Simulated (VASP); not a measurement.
Here is a VASP 6.6.1 calculation.

File INCAR:

```
SYSTEM = NaH
  ALGO = Normal
  EDIFF = 1E-6
  ENCUT = 520
  ISIF = 2
  ISMEAR = 0
  LASPH = .True.
  LCHARG = .True.
  LELF = .True.
  LREAL = .False.
  LVHAR = .True.
  LWAVE = .False.
  NBANDS = 11
  NELM = 100
  PREC = Accurate
  SIGMA = 0.05
```

Contents of KPOINTS:

```
k-points
0
Gamma
  12 12 12
  0 0 0
```

File POSCAR:

```
NaH
1.0
    2.9551240000      0.0000000000      0.0000000000
    0.0000000000      2.9551240000      0.0000000000
    0.0000000000      0.0000000000      2.9994508600
Na H
1 1
Direct
    0.0000000000      0.0000000000      0.0000000000
    0.5000000000      0.5000000000      0.5000000000
```

Potentials or basis: VASP PAW LDA potentials, release 64 (Na_pv, H).

Launch:

```bash
$ cat potpaw_LDA.64/Na_pv/POTCAR potpaw_LDA.64/H/POTCAR > POTCAR
$ mpirun -np 1 vasp_std > vasp.out
```

(1) Predict the pressure.

(2) Predict the band gap on the k mesh.

Results:

(1) -2.4 GPa.

(2) 0.49 eV (least direct gap 4.08 eV).

Caveat: the cell differs from its parent crystal (strain +0.0150 x Voigt [0, 0, 1, 0, 0, 0]).
